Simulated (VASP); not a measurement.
Crystal: GaSb.

```
Ga Sb
1.0
     0.00000    3.06588    3.06588
     3.06588    0.00000    3.06588
     3.06588    3.06588    0.00000
Ga Sb
1 1
Direct
  0.00000 0.00000 0.00000
  0.25000 0.25000 0.25000
```

Base run:

* Program: VASP 6.6.1
* Functional: r2SCAN
* Potentials or basis: VASP PAW PBE potentials, release 64 (Ga_d, Sb)
* Cutoff: 550 eV
* k mesh: 6 × 6 × 6
* Occupations: fermi-dirac, width 0.02 eV
* Spin: no spin polarisation

Its results: band gap on the k mesh 0.40 eV; pressure 0.1 GPa.

Problem. The run is repeated on the same cell with these changes: functional from r2SCAN to PBE; cutoff from 550 eV to 500 eV. What comes out?

Solution. Band gap on the k mesh zero (filled and empty bands touch); pressure 2.1 GPa.

Caveats: semilocal functionals underestimate gaps, and a narrow one can read as zero; spin-orbit coupling is left out, which moves the levels of the heavy elements; the PAW data sets were made with another functional, which shifts forces and pressure a little (at least some runs).

A k mesh can miss the band edges.
